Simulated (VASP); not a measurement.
Input of a VASP 6.6.1 run:

INCAR

```
PREC = Accurate ; ENCUT = 520
EDIFF = 1E-6 ; ISMEAR = 0
SIGMA = 0.15 ; LREAL = F
LASPH = T ; NELM = 100
ALGO = Normal ; ISIF = 2
LWAVE = F ; LCHARG = F
NBANDS = 28
```

The input KPOINTS:

```
regular mesh
0
Gamma
  10 10 8
```

POSCAR

```
SnO
1.0
    3.5911000000      0.0000000000      0.0000000000
    0.0000000000      3.5911000000      0.0000000000
    0.0000000000      0.0000000000      5.2140000000
Sn O
2 2
Direct
    0.0000000000      0.5000000000      0.2457459271
    0.5000000000      0.0000000000      0.7542540729
    0.0000000000      0.0000000000      0.0000000000
    0.5000000000      0.5000000000      0.0000000000
```

Potentials or basis: VASP PAW LDA potentials, release 64 (Sn_d, O).

Run with:

```bash
$ cat potpaw_LDA.64/Sn_d/POTCAR potpaw_LDA.64/O/POTCAR > POTCAR
$ mpirun -np 1 vasp_std > vasp.out
```

Question: What does it give for the largest force?

Answer: 1.348 eV/Å.

Question: Estimate the band gap on the k mesh.

Answer: Zero (bands 20 and 21 overlap by 0.66 eV).

Stress tensor (GPa, compression positive):
```
  5.88   0.00   0.00
  0.00   5.88   0.00
  0.00   0.00 -10.11
```

Caveat: the stress differs along the axes, from -10 to 6 GPa; semilocal functionals underestimate gaps, and a narrow one can read as zero; spin-orbit coupling is left out, which moves the levels of the heavy elements; forces of over 1 eV/Å act on the atoms, so gaps and moduli don't describe the material at rest.
